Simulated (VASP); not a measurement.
MgB2:

```xyz
3
Lattice="3.0850 0.0000 0.0000 -1.5425 2.6717 0.0000 0.0000 0.0000 3.5230" Properties=species:S:1:pos:R:3 pbc="T T T"
Mg    0.0000    0.0000    0.0000
B     1.5425    0.8906    1.7615
B     0.0000    1.7811    1.7615
```

* Program: VASP 6.6.1
* Task: relaxation of cell and atoms
* Functional: BLYP
* Dispersion: D3(BJ)
* Potentials or basis: VASP PAW PBE potentials, release 64 (Mg, B)
* Cutoff: 600 eV
* k mesh: 10 × 10 × 8
* Occupations: fermi-dirac, width 0.05 eV
* Spin: no spin polarisation

At the start: pressure -9.6 GPa; volume 9.68 Å³/atom.

Task: Where does the relaxation end?

Result: Over 5 steps the energy falls by 20.1 meV/atom and the volume is 9.03 Å³/atom (-6.7 %); space group P6/mmm (No. 191, to 0.1 Å) before and after.

Step by step:
```
step  energy change (eV)  largest force (eV/Å)  pressure (GPa)  volume (Å³)
   1              0.0000                0.0000           -9.57        29.04
   2             -0.0516                0.0000            3.36        26.68
   3             -0.0573                0.0000           -0.04        27.21
   4             -0.0601                0.0000            0.02        27.13
   5             -0.0604                0.0000            0.04        27.10
```

Final structure:
```cif
data_structure
_symmetry_space_group_name_H-M 'P 1'
_symmetry_Int_Tables_number 1
_cell_length_a 3.0276
_cell_length_b 3.0276
_cell_length_c 3.4134
_cell_angle_alpha 90.000
_cell_angle_beta 90.000
_cell_angle_gamma 120.000
_cell_volume 27.10
loop_
_atom_site_label
_atom_site_type_symbol
_atom_site_fract_x
_atom_site_fract_y
_atom_site_fract_z
_atom_site_occupancy
Mg1 Mg 0.00000 0.00000 0.00000 1
B1 B 0.66667 0.33333 0.50000 1
B2 B 0.33333 0.66667 0.50000 1
```

Caveat: the PAW data sets were made with another functional, which shifts forces and pressure a little.
